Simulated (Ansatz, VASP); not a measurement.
One calculation of Mg2CdTe3, two programs

```
CELL_PARAMETERS angstrom
4.23999 0.00000 0.00000
-2.11999 3.67194 0.00000
0.00000 0.00000 10.38581
ATOMIC_POSITIONS crystal
Mg 0.00000 0.00000 0.00000
Mg 0.33333 0.66667 0.66667
Cd 0.66667 0.33333 0.33333
Te 0.66667 0.33333 0.08333
Te 0.33333 0.66667 0.41667
Te 0.00000 0.00000 0.75000
```

Alike in both runs: task relaxation of cell and atoms; functional PBE; k mesh 6 × 6 × 2; occupations gaussian, width 0.1 eV; no spin polarisation.

```csv
,VASP,Ansatz
version,VASP 6.6.1,Ansatz 0.2.0
potentials or method,"VASP PAW PBE potentials, release 64 (Mg, Cd, Te), cutoff 600 eV","scalar-relativistic, plane waves, PAW"
valence electrons in the cell,34,88
```

Ansatz gave:

| Quantity | Value |
| --- | --- |
| gap on the k mesh at the Fermi level, each at its own relaxed structure (eV) | 1.49 |
| relaxed volume (Å³/atom) | 34.76 |
| relaxed length of the cell vector where the two differ most in proportion (Å) | 11.285 |

Question: Estimate VASP's values.

Answer: gap on the k mesh at the Fermi level, each at its own relaxed structure (eV): 1.45; relaxed volume (Å³/atom): 35.06; relaxed length of the cell vector where the two differ most in proportion (Å): 11.322.

VASP's potentials hold 34 valence electrons a cell and Ansatz's 88, so a difference there can come from the potentials and not from the codes.

Spin-orbit coupling is off throughout. Noted on VASP's run: the volume moved by over 15 % at a fixed basis, so the end points are rough.
